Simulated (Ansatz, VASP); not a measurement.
**VN2 in VASP and in Ansatz**

The input INCAR:

```
SYSTEM = VN2
  PREC = Accurate
  ENCUT = 520
  EDIFF = 1E-6
  ISMEAR = 0
  SIGMA = 0.5
  LREAL = .False.
  LASPH = .True.
  NELM = 60
  ALGO = Normal
  ISIF = 2
  LWAVE = .False.
  LCHARG = .True.
  GGA = PE
  LELF = .True.
  LVHAR = .True.
  NBANDS = 32
```

Contents of KPOINTS:

```
regular mesh
0
Gamma
  12 12 12
  0 0 0
```

Contents of POSCAR:

```
VN2
1.0
   -2.1507500000      2.1507500000      2.4913500000
    2.1507500000     -2.1507500000      2.4913500000
    2.1507500000      2.1507500000     -2.4913500000
V N
2 4
Direct
    0.2500000000      0.2500000000      0.0000000000
    0.7500000000      0.7500000000      0.0000000000
    0.1151000000      0.6151000000      0.7302000000
    0.6151000000      0.8849000000      0.5000000000
    0.8849000000      0.3849000000      0.2698000000
    0.3849000000      0.1151000000      0.5000000000
```

Input for Ansatz:

```yaml
crystal:
  lattice:
    - [-2.15075, 2.15075, 2.49135]
    - [2.15075, -2.15075, 2.49135]
    - [2.15075, 2.15075, -2.49135]
  atoms:
    - { symbol: V, position: [0.25, 0.25, 0.0] }
    - { symbol: V, position: [0.75, 0.75, 0.0] }
    - { symbol: "N", position: [0.1151, 0.6151, 0.7302] }
    - { symbol: "N", position: [0.6151, 0.8849, 0.5] }
    - { symbol: "N", position: [0.8849, 0.3849, 0.2698] }
    - { symbol: "N", position: [0.3849, 0.1151, 0.5] }
basis:
  ecutwfc: 420
kpoints:
  mp_grid: { grid: [12, 12, 12] }
hamiltonian:
  xc: pbe
scf:
  occupations: { method: gaussian, width: 0.5 }
output:
  forces: true
  stress: true
  eigenvalues: true
```

Alike in both runs: task single point; functional PBE; k mesh 12 × 12 × 12; occupations gaussian, width 0.5 eV; no spin polarisation.

|  | VASP | Ansatz |
| --- | --- | --- |
| version | VASP 6.6.1 | Ansatz 0.2.0 |
| potentials or method | VASP PAW PBE potentials, release 64 (V_sv, N), cutoff 520 eV | scalar-relativistic, plane waves, PAW |
| valence electrons in the cell | 46 | 46 |

```tsv
	VASP	Ansatz	Ansatz less VASP
gap on the k mesh at the Fermi level (eV)	none	none	-
pressure (GPa)	0.6	-0.1	-0.64
traceless stress, the component that is largest in VASP (GPa)	1.50	1.63	+0.132
rms of the force components (eV/Å)	0.175	0.195	+0.0205
```

Atom by atom the forces differ by 0.021 eV/Å (rms over components). A gap of «none» marks a metal or a gap that the smearing closes. The functional is the same, so the differences come from potentials, cutoffs and numerics.
